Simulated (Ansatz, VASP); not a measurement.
NaCl: VASP beside Ansatz

Contents of INCAR:

```
SYSTEM = NaCl
PREC = Accurate
ENCUT = 600
EDIFF = 1E-6
ISMEAR = -1
SIGMA = 0.05
LREAL = .False.
LASPH = .True.
NELM = 100
ALGO = Normal
ISIF = 3
LWAVE = .False.
LCHARG = .False.
GGA = RE
IVDW = 13
IBRION = 2
NSW = 60
EDIFFG = -0.01
```

KPOINTS

```
regular mesh
0
Gamma
  8 8 8
  0 0 0
```

The input POSCAR:

```
NaCl
1.0
    0.0000000000      2.7940632177      2.7940632177
    2.7940632177      0.0000000000      2.7940632177
    2.7940632177      2.7940632177      0.0000000000
Cl Na
1 1
Direct
    0.5000000000      0.5000000000      0.5000000000
    0.0000000000      0.0000000000      0.0000000000
```

The input input.yaml:

```yaml
crystal:
  lattice:
    - [0.0, 2.7940632177, 2.7940632177]
    - [2.7940632177, 0.0, 2.7940632177]
    - [2.7940632177, 2.7940632177, 0.0]
  atoms:
    - { symbol: Cl, position: [0.5, 0.5, 0.5] }
    - { symbol: Na, position: [0.0, 0.0, 0.0] }
hamiltonian:
  xc: revpbe
  pseudopotentials: { kind: paw }
  dispersion: d4
kpoints:
  mp_grid: { grid: [8, 8, 8] }
scf:
  occupations: { method: fermi_dirac, width: 0.05 }
output:
  forces: true
  stress: true
relax:
  f_tol: 0.01
  max_steps: 40
  cell: { stress_tol: 0.05 }
```

Alike in both runs: task relaxation of cell and atoms; functional revPBE; dispersion D4; k mesh 8 × 8 × 8; occupations fermi-dirac, width 0.05 eV; no spin polarisation.

|  | VASP | Ansatz |
| --- | --- | --- |
| version | VASP 6.6.1 | Ansatz 0.2.0 |
| potentials or method | VASP PAW PBE potentials, release 64 (Cl, Na_pv) | Ansatz PAW |
| plane-wave cutoff (eV) | 600 | 420 |
| valence electrons in the cell | 14 | 16 |

VASP gave:

```
relaxed volume (Å³/atom)                                        : 23.25
relaxed length of the cell vector where the two differ most in proportion (Å) : 4.036
```

Task: What did Ansatz give for the same quantities?

Result: Relaxed volume (Å³/atom): 23.19; relaxed length of the cell vector where the two differ most in proportion (Å): 4.033.

VASP's potentials were made for PBE, not for revPBE. VASP's potentials hold 14 valence electrons a cell and Ansatz's 16, so a difference there can come from the potentials and not from the codes.

Noted on Ansatz's run: the plane-wave basis is chosen anew once the cell has moved, so the energies of steps on either side of that aren't comparable.
